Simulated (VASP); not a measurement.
# In2O (P4/mmm) in VASP: notebook

The runs below take In2O through single point, with PBE.

Program: VASP 6.6.1. These are calculated values, not measurements. Logs are shortened: lines on timing, memory, paths and dates and some standing lists are left out, and cuts for length are marked.

## 1. The cell of the first run

Symmetry: P4/mmm, No. 123, tetragonal system. The conventional cell has a = 4.113 Å, b = 4.113 Å, c = 2.909 Å, α = 90.00°, β = 90.00°, γ = 90.00°. Within 3.3 Å of In (site symmetry mmm) lie 4 O at 2.52 Å and 6 In at 2.91 Å. Within 3.3 Å of O (site symmetry 4/mmm) lie 8 In at 2.52 Å and 2 O at 2.91 Å.

## 2. Single point, PBE

INCAR reads:

```
SYSTEM = In2O
ALGO = Normal
EDIFF = 1E-6
ENCUT = 600
GGA = PE
GGA_COMPAT = .False.
ISIF = 2
ISMEAR = 0
LASPH = .True.
LCHARG = .False.
LREAL = .False.
LWAVE = .False.
NBANDS = 23
NELM = 120
PREC = Accurate
SIGMA = 0.1
```

KPOINTS reads:

```
k-points
0
Gamma
  4 4 6
  0 0 0
```

POSCAR reads:

```
In2O
1.0
    4.1132436700      0.0000000000      0.0000000000
    0.0000000000      4.1132436700      0.0000000000
    0.0000000000      0.0000000000      2.9085024900
In O
2 1
Direct
    0.0000000000      0.5000000000      0.0000000000
    0.5000000000      0.0000000000      0.0000000000
    0.5000000000      0.5000000000      0.5000000000
```

Potentials or basis: VASP PAW PBE potentials, release 64 (In_d, O).

Command:

```
> cat potpaw_PBE.64/In_d/POTCAR potpaw_PBE.64/O/POTCAR > POTCAR
> mpirun -np 1 vasp_std > vasp.out
```

OUTCAR:

```text
SYSTEM = In2O
   EDIFF = 1E-6
   ENCUT = 600
   GGA = PE
   ISIF = 2
   ISMEAR = 0
   LASPH = .True.
   LREAL = .False.
   NELM = 120
   PREC = Accurate

 ion  position               nearest neighbor table
   1  0.000  0.500  0.000-   3 2.52   3 2.52   3 2.52   3 2.52   2 2.91   2 2.91   2 2.91   2 2.91

   2  0.500  0.000  0.000-   3 2.52   3 2.52   3 2.52   3 2.52   1 2.91   1 2.91   1 2.91   1 2.91

   3  0.500  0.500  0.500-   1 2.52   2 2.52   1 2.52   2 2.52   2 2.52   2 2.52   1 2.52   1 2.52

  LATTYP: Found a simple tetragonal cell.
 ALAT       =     4.1132436700
 C/A-ratio  =     0.7071067808

  Lattice vectors:

 A1 = (   4.1132436700,   0.0000000000,   0.0000000000)
 A2 = (   0.0000000000,   4.1132436700,   0.0000000000)
 A3 = (   0.0000000000,   0.0000000000,   2.9085024900)

Analysis of symmetry for initial positions (statically):
=====================================================================
 Subroutine PRICEL returns:
 Original cell was already a primitive cell.

 Routine SETGRP: Setting up the symmetry group for a
 simple tetragonal supercell.

 Subroutine GETGRP returns: Found 16 space group operations
 (whereof 16 operations were pure point group operations)
 out of a pool of 16 trial point group operations.

The static configuration has the point symmetry D_4h.

Analysis of symmetry for dynamics (positions and initial velocities):
=====================================================================
 Subroutine PRICEL returns:
 Original cell was already a primitive cell.

 Routine SETGRP: Setting up the symmetry group for a
 simple tetragonal supercell.

 Subroutine GETGRP returns: Found 16 space group operations
 (whereof 16 operations were pure point group operations)
 out of a pool of 16 trial point group operations.

The dynamic configuration has the point symmetry D_4h.

 Subroutine INISYM returns: Found 16 space group operations
 (whereof 16 operations are pure point group operations),
 and found     1 'primitive' translations

----------------------------------------------------------------------------------------

                                     Primitive cell

  volume of cell :      49.2083

  direct lattice vectors                    reciprocal lattice vectors
     4.113243670  0.000000000  0.000000000     0.243117131  0.000000000  0.000000000
[... 77 lines left out ...]
 SYSTEM =  In2O
   PREC   = accura    normal or accurate (medium, high low for compatibility)
   ISTART =      0    job   : 0-new  1-cont  2-samecut
   ICHARG =      2    charge: 1-file 2-atom 10-const
   ISPIN  =      1    spin polarized calculation?
   LNONCOLLINEAR =      F non collinear calculations
   LSORBIT =      F    spin-orbit coupling
   LASPH  =      T    aspherical Exc in radial PAW
   ENCUT  =  600.0 eV  44.10 Ry    6.64 a.u.   8.22  8.22  5.81*2*pi/ulx,y,z
   NELM   =    120;   NELMIN=  2; NELMDL= -5     # of ELM steps
   EDIFF  = 0.1E-05   stopping-criterion for ELM
   LREAL  =      F    real-space projection
[... 7 lines left out ...]
   TEBEG  =    0.0;   TEEND  =   0.0 temperature during run
   PSTRESS=    0.0 pullay stress
   NELECT =      32.0000    total number of electrons
   NUPDOWN=      -1.0000    fix difference up-down
   EMIN   =  10.00;   EMAX   =-10.00  energy-range for DOS
   EFERMI =   0.00;   METHOD = LEGACY
   ISMEAR =     0;   SIGMA  =   0.10  broadening in eV -4-tet -1-fermi 0-gaus
   EFERMI_NEDOS =   21; number of points for ismear=-14 and -15
   IALGO  =     38    algorithm
   IMIX   =      4    mixing-type and parameters
     AMIX     =   0.40;   BMIX     =  1.00
     AMIX_MAG =   1.60;   BMIX_MAG =  1.00
  volume/ion in A,a.u.               =      16.40       110.69
  Fermi-wavevector in a.u.,A,eV,Ry     =   1.418335  2.680264 27.370476  2.011673
  Thomas-Fermi vector in A             =   2.539471
   LORBIT       =      0    0 simple, 1 ext, 2 COOP (PROOUT), +10 PAW based schemes
   GGA     = PE    functional components
   LHFCALC =     F    Hartree Fock is set to
   AEXX    =    0.0000 exact exchange contribution
   IVDW    =     0    specifies the selected vdW correction
   LEPSILON=     F    determine dielectric tensor
   LRPA    =     F    only Hartree local field effects (RPA)
 non-spin polarized calculation
 Gauss-broadening in eV      SIGMA  =   0.10
  energy-cutoff  :      600.00
  volume of cell :       49.21
 maximum number of plane-waves:      1680
 NGX is ok and might be reduce to    36
   NGX = 17   NGY = 17   NGZ = 11

 number of electron      31.9999982 magnetization

 Free energy of the ion-electron system (eV)
  ---------------------------------------------------
  ext. energy  EPLUGINS =         0.00000000
  ---------------------------------------------------
  free energy    TOTEN  =       -10.27308850 eV

  energy without entropy =      -10.26284745  energy(sigma->0) =      -10.26796797

 E-fermi :   8.9941     XC(G=0): -11.3606

 val. band max:        8.9421085204   @ k =   0.5000   0.2500   0.5000
 cond. band min:       9.0236278345   @ k =   0.2500   0.2500   0.3333
 fundamental gap:      0.0815193141
 Fermi energy:         8.9941106502

 k-point     1 :       0.0000    0.0000    0.0000
  band No.  band energies     occupation
      1      -9.8365      2.00000
      2      -6.1575      2.00000
      3      -6.1198      2.00000
      4      -5.7848      2.00000
      5      -5.5360      2.00000
      6      -5.3569      2.00000
[... 613 lines left out ...]
     22      20.7340      0.00000
     23      25.1962      0.00000

------------------------ aborting loop because EDIFF is reached ----------------------------------------

  FORCE on cell =-STRESS in cart. coord.  units (eV):
  Direction    XX          YY          ZZ          XY          YZ          ZX
  --------------------------------------------------------------------------------------
  -------------------------------------------------------------------------------------
  Total        5.2768054      5.2768054      6.7698695      0.0000000      0.0000000      0.0000000
  in kB      171.8079865    171.8079865    220.4207945      0.0000000      0.0000000      0.0000000
  external PRESSURE =     188.0122558 kB  Pullay stress =       0.0000000 kB

 VOLUME and BASIS-vectors are now :
 -----------------------------------------------------------------------------
  energy-cutoff  :      600.00
  volume of cell :       49.21
      direct lattice vectors                 reciprocal lattice vectors
     4.113243670  0.000000000  0.000000000     0.243117131  0.000000000  0.000000000
     0.000000000  4.113243670  0.000000000     0.000000000  0.243117131  0.000000000
     0.000000000  0.000000000  2.908502490     0.000000000  0.000000000  0.343819544

 POSITION                                       TOTAL-FORCE (eV/Angst)
 -----------------------------------------------------------------------------------
      0.00000      2.05662      0.00000         0.000000      0.000000      0.000000
      2.05662      0.00000      0.00000         0.000000      0.000000      0.000000
      2.05662      2.05662      1.45425         0.000000      0.000000      0.000000
 -----------------------------------------------------------------------------------
    total drift:                                0.000000      0.000000     -0.000000

  FREE ENERGIE OF THE ION-ELECTRON SYSTEM (eV)
  ---------------------------------------------------
  free  energy   TOTEN  =       -10.2730884958 eV

  energy  without entropy=      -10.2628474539  energy(sigma->0) =      -10.26796797
```

stdout:

```text
POSCAR found type information on POSCAR InO
 POSCAR found :  2 types and       3 ions
 scaLAPACK will be used
 LDA part: xc-table for (Slater+PW92), standard interpolation
 POSCAR, INCAR and KPOINTS ok, starting setup
 FFT: planning ... GRIDC
 FFT: planning ... GRID_SOFT
 FFT: planning ... GRID
 WAVECAR not read
 entering main loop
```

It took 40 s on 1 thread of Intel Xeon 8259CL, shared host; peak memory 0.19 GiB.

What came out:

- Free energy: -10.2731 eV
- Pressure: 18.8 GPa
- Band gap on the k mesh: zero (band 16 reaches 9.56 eV, above the bottom of band 17 at 8.26 eV)

Stress tensor (GPa, compression positive):
```
17.18  0.00  0.00
 0.00 17.18  0.00
 0.00  0.00 22.04
```

Caveat: the k points lie up to 0.38 Å⁻¹ apart; spin-orbit coupling is left out, which moves the levels of the heavy elements.

## 3. Single point, PBE

This run uses another cell than the first one, of 20.14 Å³/atom, 1.228 times its volume.

INCAR reads:

```
PREC     = Accurate       # precision mode
ENCUT    = 600            # plane-wave cutoff, eV
EDIFF    = 1E-6           # SCF threshold, eV
ISMEAR   = 0              # smearing method
SIGMA    = 0.1            # smearing width, eV
LREAL    = F              # projectors in reciprocal space
LASPH    = T              # aspherical terms in the spheres
NELM     = 120            # most SCF steps
ALGO     = Normal         # electronic algorithm
ISIF     = 2              # what is computed and relaxed
LWAVE    = F              # write WAVECAR
LCHARG   = F              # write CHGCAR
GGA      = PE             # functional
NBANDS   = 23             # bands
GGA_COMPAT= F
```

KPOINTS reads:

```
Automatic mesh
0
Gamma
  4 4 6
```

POSCAR reads:

```
In2O
1.0
    4.3121000507      0.0000000000      0.0000000000
    0.0000000000      4.3121000507      0.0000000000
    0.0000000000      0.0000000000      3.2493314160
In O
2 1
Direct
    0.0000000000      0.5000000000      0.0000000000
    0.5000000000      0.0000000000      0.0000000000
    0.5000000000      0.5000000000      0.5000000000
```

Potentials or basis: VASP PAW PBE potentials, release 64 (In_d, O).

Command:

```
> cat potpaw_PBE.64/In_d/POTCAR potpaw_PBE.64/O/POTCAR > POTCAR
> mpirun -np 1 vasp_std > vasp.out
```

It took 58 s on 1 thread of Intel Xeon 8259CL, shared host; peak memory 0.2 GiB.

Results (log left out):

```
Free energy            : -10.8675 eV
Pressure               : 0.1 GPa
Band gap on the k mesh : zero (band 16 reaches 6.91 eV, above the bottom of band 17 at 5.60 eV)
```

Stress tensor (GPa, compression positive):
```
0.03 0.00 0.00
0.00 0.03 0.00
0.00 0.00 0.28
```

Levels at points of the mesh, in eV from the Fermi level:
| k point | band 13 | band 14 | band 15 | band 16 | band 17 | band 18 | band 19 | band 20 |
| --- | --- | --- | --- | --- | --- | --- | --- | --- |
| (0.00, 0.00, 0.00) | -3.67 | -3.67 | -2.10 | -1.03 | 2.42 | 2.42 | 6.32 | 7.46 |
| (0.50, 0.00, 0.00) | -4.69 | -3.24 | -1.87 | -0.62 | 2.46 | 3.89 | 5.25 | 6.23 |
| (0.50, 0.50, 0.00) | -6.02 | -3.00 | -1.66 | 0.38 | 0.38 | 0.61 | 8.78 | 8.78 |
| (0.00, 0.00, 0.50) | -2.23 | -2.23 | -1.31 | -0.64 | 1.96 | 1.96 | 2.49 | 2.63 |
| (0.50, 0.00, 0.50) | -3.85 | -3.70 | -2.21 | 0.41 | 0.79 | 2.25 | 4.72 | 4.75 |
| (0.50, 0.50, 0.50) | -3.70 | -3.70 | -1.92 | -1.92 | -0.83 | 3.22 | 3.22 | 3.91 |

Caveat: the k points lie up to 0.36 Å⁻¹ apart; spin-orbit coupling is left out, which moves the levels of the heavy elements.
